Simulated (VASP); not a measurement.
Ag, 4 atoms in the cell. The structure is hexagonal, space group P6_3/mmc (No. 194). The conventional cell has a = 2.782 Å, b = 2.782 Å, c = 9.049 Å, α = 90.00°, β = 90.00°, γ = 120.00°. Within 3.7 Å of Ag (site symmetry -6m2) lie 12 Ag at 2.77 to 2.78 Å. Within 3.7 Å of Ag (site symmetry -3m) lie 12 Ag at 2.77 to 2.78 Å. This isn't the form of Ag at room conditions, which is fcc.

```yaml
Program: VASP 6.6.1
Task: single point
Functional: PBEsol
Potentials_or_basis: VASP PAW PBE potentials, release 64 (Ag)
Cutoff: 520 eV
k_mesh: 18 × 18 × 4
Occupations: gaussian, width 0.1 eV
Spin: no spin polarisation
Dipole_correction: no
Further_INCAR_settings: ALGO = Fast; EDIFF = 1e-07; NBANDS = 30
```

Potentials or basis: VASP PAW PBE potentials, release 64 (Ag).

The run is started by

```console
$ cat potpaw_PBE.64/Ag/POTCAR > POTCAR
$ mpirun -np 1 vasp_std > vasp.out
```

Hardware: 1 thread of Intel Xeon 8259CL, with other jobs on the host.

How long does it take, and how much memory?

It took 5.5 min on 1 thread of Intel Xeon 8259CL, on a shared host, peak memory 0.3 GiB. Counts: scf iterations 16, k points 111.
